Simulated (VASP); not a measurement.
P, 2 atoms in the cell. The structure is trigonal, space group R-3m (No. 166). The conventional cell has a = 3.355 Å, b = 3.355 Å, c = 8.218 Å, α = 90.00°, β = 90.00°, γ = 120.00°. P (site symmetry 3m) has 6 P at 2.31 to 2.44 Å within 3.0 Å. 

| Property | Result |
| --- | --- |
| Program | VASP 6.6.1 |
| Task | single point |
| Functional | PBEsol |
| Potentials or basis | VASP PAW PBE potentials, release 64 (P) |
| Cutoff | 520 eV |
| k mesh | 9 × 9 × 9 |
| Occupations | fermi-dirac, width 0.05 eV |
| Spin | no spin polarisation |
| Dipole correction | no |
| Further INCAR settings | ALGO = Normal; EDIFF = 1e-07; NBANDS = 12 |

Potentials or basis: VASP PAW PBE potentials, release 64 (P).

Command:

```bash
$ cat potpaw_PBE.64/P/POTCAR > POTCAR
$ mpirun -np 1 vasp_std > vasp.out
```

Hardware: 1 thread of Intel(R) Xeon(R) Platinum 8259CL CPU @ 2.50GHz (Skylake/Cascade Lake), on a shared host.

Problem. How long does it take, and how much memory?

Solution. Run time: 22 s on 1 thread of Intel(R) Xeon(R) Platinum 8259CL CPU @ 2.50GHz (Skylake/Cascade Lake), on a shared host, peak memory 0.16 GiB. Counts: scf iterations 11, k points 85.
